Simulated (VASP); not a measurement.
# SrTiO3 (Pm-3m) in VASP: notebook

SrTiO3 is run at these levels: LDA, PBE, PBEsol; tasks: single point.

All numbers are computed with VASP 6.6.1; they aren't measurements. Logs are shortened: lines on timing, memory, paths and dates and some standing lists are left out, and cuts for length are marked.

### Step 1. The cell of the first run

Symmetry: Pm-3m, No. 221, cubic system. Conventional cell: a = 3.854 Å, b = 3.854 Å, c = 3.854 Å, α = 90.00°, β = 90.00°, γ = 90.00°. Sr (site symmetry m-3m) has 12 O at 2.73 Å and 8 Ti at 3.34 Å within 3.6 Å. Ti (site symmetry m-3m) has 6 O at 1.93 Å within 2.6 Å. Within 2.6 Å of O (site symmetry 4/mmm) lie 2 Ti at 1.93 Å.

### Step 2. Single point, LDA

The input, INCAR:

```
SYSTEM = SrTiO3
PREC = Accurate ; ENCUT = 520
EDIFF = 1E-6 ; ISMEAR = -1
SIGMA = 0.02 ; LREAL = .False.
LASPH = .True. ; NELM = 80
ALGO = Normal ; ISIF = 2
LWAVE = .False. ; LCHARG = .False.
GGA = CA ; NBANDS = 28
```

The input, KPOINTS:

```
regular mesh
0
Gamma
  6 6 6
  0 0 0
```

The input, POSCAR:

```
SrTiO3
1.0
    3.8542327243      0.0000000000      0.0000000000
    0.0000000000      3.8542327243      0.0000000000
    0.0000000000      0.0000000000      3.8542327243
Sr Ti O
1 1 3
Direct
    0.0000000000      0.0000000000      0.0000000000
    0.5000000000      0.5000000000      0.5000000000
    0.5000000000      0.5000000000      0.0000000000
    0.5000000000      0.0000000000      0.5000000000
    0.0000000000      0.5000000000      0.5000000000
```

Potentials or basis: VASP PAW LDA potentials, release 64 (Sr_sv, Ti_sv, O).

Command:

```sh
> cat potpaw_LDA.64/Sr_sv/POTCAR potpaw_LDA.64/Ti_sv/POTCAR potpaw_LDA.64/O/POTCAR > POTCAR
> mpirun -np 1 vasp_std > vasp.out
```

OUTCAR:

```text
SYSTEM = SrTiO3
   PREC = Accurate
   ENCUT = 520
   EDIFF = 1E-6
   ISMEAR = -1
   LREAL = .False.
   LASPH = .True.
   NELM = 80
   ISIF = 2
   GGA = CA

 ion  position               nearest neighbor table
   1  0.000  0.000  0.000-   3 2.73   4 2.73   5 2.73   4 2.73   5 2.73   3 2.73   5 2.73   5 2.73
                             3 2.73   4 2.73   4 2.73   3 2.73   2 3.34   2 3.34   2 3.34   2 3.34
   2  0.500  0.500  0.500-   3 1.93   4 1.93   5 1.93   3 1.93   4 1.93   5 1.93   1 3.34   1 3.34
                             1 3.34   1 3.34   1 3.34   1 3.34   1 3.34   1 3.34
   3  0.500  0.500  0.000-   2 1.93   2 1.93   1 2.73   1 2.73   1 2.73   1 2.73
   4  0.500  0.000  0.500-   2 1.93   2 1.93   1 2.73   1 2.73   1 2.73   1 2.73
   5  0.000  0.500  0.500-   2 1.93   2 1.93   1 2.73   1 2.73   1 2.73   1 2.73

  LATTYP: Found a simple cubic cell.
 ALAT       =     3.8542327243

  Lattice vectors:

 A1 = (   3.8542327243,   0.0000000000,   0.0000000000)
 A2 = (   0.0000000000,   3.8542327243,   0.0000000000)
 A3 = (   0.0000000000,   0.0000000000,   3.8542327243)

Analysis of symmetry for initial positions (statically):
=====================================================================
 Subroutine PRICEL returns:
 Original cell was already a primitive cell.

 Routine SETGRP: Setting up the symmetry group for a
 simple cubic supercell.

 Subroutine GETGRP returns: Found 48 space group operations
 (whereof 48 operations were pure point group operations)
 out of a pool of 48 trial point group operations.

The static configuration has the point symmetry O_h .

Analysis of symmetry for dynamics (positions and initial velocities):
=====================================================================
 Subroutine PRICEL returns:
 Original cell was already a primitive cell.

 Routine SETGRP: Setting up the symmetry group for a
 simple cubic supercell.

 Subroutine GETGRP returns: Found 48 space group operations
 (whereof 48 operations were pure point group operations)
 out of a pool of 48 trial point group operations.

The dynamic configuration has the point symmetry O_h .

 Subroutine INISYM returns: Found 48 space group operations
 (whereof 48 operations are pure point group operations),
 and found     1 'primitive' translations

----------------------------------------------------------------------------------------

                                     Primitive cell

  volume of cell :      57.2551

  direct lattice vectors                    reciprocal lattice vectors
     3.854232724  0.000000000  0.000000000     0.259455013  0.000000000  0.000000000
     0.000000000  3.854232724  0.000000000     0.000000000  0.259455013  0.000000000
     0.000000000  0.000000000  3.854232724     0.000000000  0.000000000  0.259455013

  length of vectors
     3.854232724  3.854232724  3.854232724     0.259455013  0.259455013  0.259455013

  position of ions in fractional coordinates (direct lattice)
     0.000000000  0.000000000  0.000000000
     0.500000000  0.500000000  0.500000000
     0.500000000  0.500000000  0.000000000
     0.500000000  0.000000000  0.500000000
     0.000000000  0.500000000  0.500000000

  ion indices of the primitive-cell ions
   primitive index   ion index
                 1           1
                 2           2
                 3           3
                 4           4
                 5           5

----------------------------------------------------------------------------------------

 KPOINTS: regular mesh

Automatic generation of k-mesh.
 Grid dimensions read from file:
 generate k-points for:    6    6    6

 Generating k-lattice:

  Cartesian coordinates                     Fractional coordinates (reciprocal lattice)
     0.043242502  0.000000000  0.000000000     0.166666667  0.000000000  0.000000000
     0.000000000  0.043242502  0.000000000     0.000000000  0.166666667  0.000000000
     0.000000000  0.000000000  0.043242502     0.000000000  0.000000000  0.166666667

  Length of vectors
     0.043242502  0.043242502  0.043242502

  Shift w.r.t. Gamma in fractional coordinates (k-lattice)
     0.000000000  0.000000000  0.000000000

 Subroutine IBZKPT returns following result:
 ===========================================

 Found     20 irreducible k-points:

 Following reciprocal coordinates:
            Coordinates               Weight
  0.000000  0.000000  0.000000      1.000000
  0.166667  0.000000  0.000000      6.000000
  0.333333  0.000000  0.000000      6.000000
  0.500000  0.000000  0.000000      3.000000
  0.166667  0.166667  0.000000     12.000000
  0.333333  0.166667  0.000000     24.000000
[... 12 lines left out ...]
  0.500000  0.500000  0.333333      6.000000
  0.500000  0.500000  0.500000      1.000000
   k-points           NKPTS =     20   k-points in BZ     NKDIM =     20   number of bands    NBANDS=     28
   number of dos      NEDOS =    301   number of ions     NIONS =      5
   total plane-waves  NPLWV =  27000
   dimension x,y,z NGX =    30 NGY =   30 NGZ =   30
   dimension x,y,z NGXF=    60 NGYF=   60 NGZF=   60
   ions per type =               1   1   3
   NGX,Y,Z   is equivalent  to a cutoff of  12.94, 12.94, 12.94 a.u.
   NGXF,Y,Z  is equivalent  to a cutoff of  25.88, 25.88, 25.88 a.u.
 SYSTEM =  SrTiO3
   PREC   = accura    normal or accurate (medium, high low for compatibility)
   ISTART =      0    job   : 0-new  1-cont  2-samecut
   ICHARG =      2    charge: 1-file 2-atom 10-const
   ISPIN  =      1    spin polarized calculation?
   LNONCOLLINEAR =      F non collinear calculations
   LSORBIT =      F    spin-orbit coupling
   LASPH  =      T    aspherical Exc in radial PAW
   ENCUT  =  520.0 eV  38.22 Ry    6.18 a.u.   7.17  7.17  7.17*2*pi/ulx,y,z
   NELM   =     80;   NELMIN=  2; NELMDL= -5     # of ELM steps
   EDIFF  = 0.1E-05   stopping-criterion for ELM
   LREAL  =      F    real-space projection
   EDIFFG = 0.1E-04   stopping-criterion for IOM
   NSW    =      0    number of steps for IOM
   IBRION =     -1    ionic relax: 0-MD 1-quasi-New 2-CG
   NFREE  =      0    steps in history (QN), initial steepest desc. (CG)
   ISIF   =      2    stress and relaxation
   ISYM   =      2    0-nonsym 1-usesym 2-fastsym
   POTIM  = 0.5000    time-step for ionic-motion
   TEBEG  =    0.0;   TEEND  =   0.0 temperature during run
   PSTRESS=    0.0 pullay stress
   NELECT =      40.0000    total number of electrons
   NUPDOWN=      -1.0000    fix difference up-down
   EMIN   =  10.00;   EMAX   =-10.00  energy-range for DOS
   EFERMI =   0.00;   METHOD = LEGACY
   ISMEAR =    -1;   SIGMA  =   0.02  broadening in eV -4-tet -1-fermi 0-gaus
   EFERMI_NEDOS =   21; number of points for ismear=-14 and -15
   IALGO  =     38    algorithm
   IMIX   =      4    mixing-type and parameters
     AMIX     =   0.40;   BMIX     =  1.00
     AMIX_MAG =   1.60;   BMIX_MAG =  1.00
  volume/ion in A,a.u.               =      11.45        77.28
  Fermi-wavevector in a.u.,A,eV,Ry     =   1.452636  2.745085 28.710364  2.110152
  Thomas-Fermi vector in A             =   2.569995
   LORBIT       =      0    0 simple, 1 ext, 2 COOP (PROOUT), +10 PAW based schemes
   GGA     = CA    functional components
   LHFCALC =     F    Hartree Fock is set to
   AEXX    =    0.0000 exact exchange contribution
   IVDW    =     0    specifies the selected vdW correction
   LEPSILON=     F    determine dielectric tensor
   LRPA    =     F    only Hartree local field effects (RPA)
 non-spin polarized calculation
  energy-cutoff  :      520.00
  volume of cell :       57.26
 maximum number of plane-waves:      1568
 NGX is ok and might be reduce to    30
   NGX = 15   NGY = 15   NGZ = 15

 number of electron      40.0000029 magnetization

 Free energy of the ion-electron system (eV)
  ---------------------------------------------------
  ext. energy  EPLUGINS =         0.00000000
  ---------------------------------------------------
  free energy    TOTEN  =       -44.17539576 eV

  energy without entropy =      -44.17539576  energy(sigma->0) =      -44.17539576

 E-fermi :   4.7996     XC(G=0): -12.0009

 val. band max:        4.2107543968   @ k =   0.5000   0.5000   0.5000
 cond. band min:       6.0254134404   @ k =   0.0000   0.0000   0.0000
 fundamental gap:      1.8146590436
 Fermi energy:         4.7996429695

 k-point     1 :       0.0000    0.0000    0.0000
  band No.  band energies     occupation
      1     -51.3586      2.00000
      2     -28.1704      2.00000
      3     -28.0391      2.00000
      4     -28.0391      2.00000
      5     -28.0391      2.00000
      6     -13.0643      2.00000
[... 20 lines left out ...]
     27       9.4779      0.00000
     28      10.5574      0.00000

 k-point     2 :       0.1667    0.0000    0.0000
  band No.  band energies     occupation
      1     -51.3580      2.00000
      2     -28.1994      2.00000
      3     -28.0381      2.00000
      4     -28.0381      2.00000
      5     -28.0245      2.00000
      6     -13.0985      2.00000
[... 20 lines left out ...]
     27       9.9768      0.00000
     28      11.2218      0.00000

 k-point     3 :       0.3333    0.0000    0.0000
  band No.  band energies     occupation
      1     -51.3570      2.00000
      2     -28.2506      2.00000
      3     -28.0362      2.00000
      4     -28.0362      2.00000
      5     -28.0013      2.00000
      6     -13.2659      2.00000
[... 20 lines left out ...]
     27      11.0723      0.00000
     28      12.3702      0.00000

 k-point     4 :       0.5000    0.0000    0.0000
  band No.  band energies     occupation
      1     -51.3565      2.00000
      2     -28.2745      2.00000
      3     -28.0352      2.00000
      4     -28.0352      2.00000
      5     -27.9911      2.00000
      6     -13.3678      2.00000
[... 20 lines left out ...]
     27      11.6834      0.00000
     28      12.2585      0.00000

 k-point     5 :       0.1667    0.1667    0.0000
  band No.  band energies     occupation
      1     -51.3575      2.00000
      2     -28.2072      2.00000
      3     -28.0606      2.00000
      4     -28.0372      2.00000
      5     -28.0082      2.00000
      6     -13.0665      2.00000
[... 20 lines left out ...]
     27      10.4430      0.00000
     28      11.6165      0.00000

 k-point     6 :       0.3333    0.1667    0.0000
  band No.  band energies     occupation
      1     -51.3565      2.00000
      2     -28.2347      2.00000
      3     -28.0649      2.00000
      4     -28.0353      2.00000
      5     -28.0038      2.00000
      6     -13.1270      2.00000
[... 339 lines left out ...]
      5     -28.0512      2.00000
      6     -12.3781      2.00000
[... 20 lines left out ...]
     27      12.2899      0.00000
     28      12.2899      0.00000

 k-point    18 :       0.5000    0.3333    0.3333
  band No.  band energies     occupation
      1     -51.3534      2.00000
      2     -28.1493      2.00000
      3     -28.0992      2.00000
      4     -28.0985      2.00000
      5     -28.0758      2.00000
      6     -12.1982      2.00000
[... 20 lines left out ...]
     27      12.2924      0.00000
     28      12.7542      0.00000

 k-point    19 :       0.5000    0.5000    0.3333
  band No.  band energies     occupation
      1     -51.3529      2.00000
      2     -28.1207      2.00000
      3     -28.1207      2.00000
      4     -28.0977      2.00000
      5     -28.0974      2.00000
      6     -11.7813      2.00000
[... 20 lines left out ...]
     27      12.4562      0.00000
     28      13.0656      0.00000

 k-point    20 :       0.5000    0.5000    0.5000
  band No.  band energies     occupation
      1     -51.3524      2.00000
      2     -28.1195      2.00000
      3     -28.1195      2.00000
      4     -28.1195      2.00000
      5     -28.0914      2.00000
      6     -11.5598      2.00000
[... 20 lines left out ...]
     27      13.0657      0.00000
     28      13.0657      0.00000

------------------------ aborting loop because EDIFF is reached ----------------------------------------

  FORCE on cell =-STRESS in cart. coord.  units (eV):
  Direction    XX          YY          ZZ          XY          YZ          ZX
  --------------------------------------------------------------------------------------
  -------------------------------------------------------------------------------------
  Total        0.3925286      0.3925286      0.3925286      0.0000000      0.0000000     -0.0000000
  in kB       10.9841922     10.9841922     10.9841922      0.0000000      0.0000000     -0.0000000
  external PRESSURE =      10.9841922 kB  Pullay stress =       0.0000000 kB

 VOLUME and BASIS-vectors are now :
 -----------------------------------------------------------------------------
  energy-cutoff  :      520.00
  volume of cell :       57.26
      direct lattice vectors                 reciprocal lattice vectors
     3.854232724  0.000000000  0.000000000     0.259455013  0.000000000  0.000000000
     0.000000000  3.854232724  0.000000000     0.000000000  0.259455013  0.000000000
     0.000000000  0.000000000  3.854232724     0.000000000  0.000000000  0.259455013

 POSITION                                       TOTAL-FORCE (eV/Angst)
 -----------------------------------------------------------------------------------
      0.00000      0.00000      0.00000         0.000000      0.000000      0.000000
      1.92712      1.92712      1.92712         0.000000      0.000000      0.000000
      1.92712      1.92712      0.00000         0.000000      0.000000      0.000000
      1.92712      0.00000      1.92712         0.000000      0.000000      0.000000
      0.00000      1.92712      1.92712         0.000000      0.000000      0.000000
 -----------------------------------------------------------------------------------
    total drift:                                0.000000      0.000000     -0.000000

  FREE ENERGIE OF THE ION-ELECTRON SYSTEM (eV)
  ---------------------------------------------------
  free  energy   TOTEN  =       -44.1753957577 eV

  energy  without entropy=      -44.1753957577  energy(sigma->0) =      -44.17539576
```

It took 18 s on 1 thread of Intel Xeon 6975P-C (Granite Rapids), shared host; peak memory 0.17 GiB.

Results:

* Free energy: -44.1754 eV
* Pressure: 1.1 GPa
* Band gap on the k mesh: 1.81 eV (least direct gap 2.15 eV)

A k mesh can miss the band edges.

### Step 3. Single point, PBE

This run uses another cell than the first one, of 11.93 Å³/atom.

The input, INCAR:

```
PREC     = Accurate       # precision mode
ENCUT    = 520            # plane-wave cutoff, eV
EDIFF    = 1E-6           # SCF threshold, eV
ISMEAR   = -1             # smearing method
SIGMA    = 0.02           # smearing width, eV
LREAL    = False          # projectors in reciprocal space
LASPH    = True           # aspherical terms in the spheres
NELM     = 80             # most SCF steps
ALGO     = Normal         # electronic algorithm
ISIF     = 2              # what is computed and relaxed
LWAVE    = False          # write WAVECAR
LCHARG   = False          # write CHGCAR
GGA      = PE             # functional
NBANDS   = 28             # bands
```

The input, KPOINTS:

```
regular mesh
0
Gamma
  6 6 6
```

Changes to POSCAR since step 2:

```diff
@@ -2,5 +2,5 @@
 1.0
-    3.8542327243      0.0000000000      0.0000000000
-    0.0000000000      3.8542327243      0.0000000000
-    0.0000000000      0.0000000000      3.8542327243
+    3.9068515088      0.0000000000      0.0000000000
+    0.0000000000      3.9068515088      0.0000000000
+    0.0000000000      0.0000000000      3.9068515088
 Sr Ti O
```

Potentials or basis: VASP PAW PBE potentials, release 64 (Sr_sv, Ti_sv, O).

Command:

```sh
> cat potpaw_PBE.64/Sr_sv/POTCAR potpaw_PBE.64/Ti_sv/POTCAR potpaw_PBE.64/O/POTCAR > POTCAR
> mpirun -np 1 vasp_std > vasp.out
```

Wall time 20 s (1 thread of Intel Xeon 6975P-C (Granite Rapids), shared host); peak memory 0.18 GiB.

It converged, with:

```
Free energy            : -40.0786 eV
Pressure               : 4.7 GPa
Band gap on the k mesh : 1.85 eV (least direct gap 2.21 eV)
```

Levels at points of the mesh, in eV from the valence-band top:
| k point | band 18 | band 19 | band 20 | band 21 | band 22 | band 23 |
| --- | --- | --- | --- | --- | --- | --- |
| (0.00, 0.00, 0.00) | -0.36 | -0.36 | -0.36 | 1.85 | 1.85 | 1.85 |
| (0.50, 0.00, 0.00) | -1.98 | -0.73 | -0.73 | 2.02 | 3.77 | 3.77 |
| (0.50, 0.50, 0.00) | -1.57 | -1.57 | -0.09 | 3.78 | 3.78 | 4.23 |
| (0.50, 0.50, 0.50) | 0.00 | 0.00 | 0.00 | 4.45 | 4.45 | 4.45 |

Caveat: the cell stands under pressure. A k mesh can miss the band edges.

### Step 4. Single point, LDA

This run uses another cell than the first one, of 11.93 Å³/atom.

The input, INCAR:

```
PREC = Accurate
ENCUT = 520
EDIFF = 1E-6
ISMEAR = 0
SIGMA = 0.01
LREAL = F
LASPH = T
NELM = 60
ALGO = Normal
ISIF = 2
LWAVE = F
LCHARG = F
GGA = CA
NBANDS = 28
```

The input, KPOINTS:

```
Automatic mesh
0
Gamma
  6 6 6
```

POSCAR is that of step 3.

Potentials or basis: VASP PAW LDA potentials, release 64 (Sr_sv, Ti_sv, O).

Command:

```sh
> cat potpaw_LDA.64/Sr_sv/POTCAR potpaw_LDA.64/Ti_sv/POTCAR potpaw_LDA.64/O/POTCAR > POTCAR
> mpirun -np 1 vasp_std > vasp.out
```

Run time: 18 s. Hardware: 1 thread of Intel Xeon 6975P-C (Granite Rapids), shared host; peak memory 0.16 GiB.

Results (log left out):

```
Free energy            : -44.1360 eV
Pressure               : -6.6 GPa
Band gap on the k mesh : 1.75 eV (least direct gap 2.11 eV)
```

Levels at points of the mesh, in eV from the valence-band top:
| k point | band 18 | band 19 | band 20 | band 21 | band 22 | band 23 |
| --- | --- | --- | --- | --- | --- | --- |
| (0.00, 0.00, 0.00) | -0.36 | -0.36 | -0.36 | 1.75 | 1.75 | 1.75 |
| (0.50, 0.00, 0.00) | -2.04 | -0.74 | -0.74 | 1.92 | 3.73 | 3.73 |
| (0.50, 0.50, 0.00) | -1.59 | -1.59 | -0.10 | 3.74 | 3.74 | 4.18 |
| (0.50, 0.50, 0.50) | 0.00 | 0.00 | 0.00 | 4.42 | 4.42 | 4.42 |

Caveat: the cell stands under tension. A k mesh can miss the band edges.

[end of part 1 of 2]
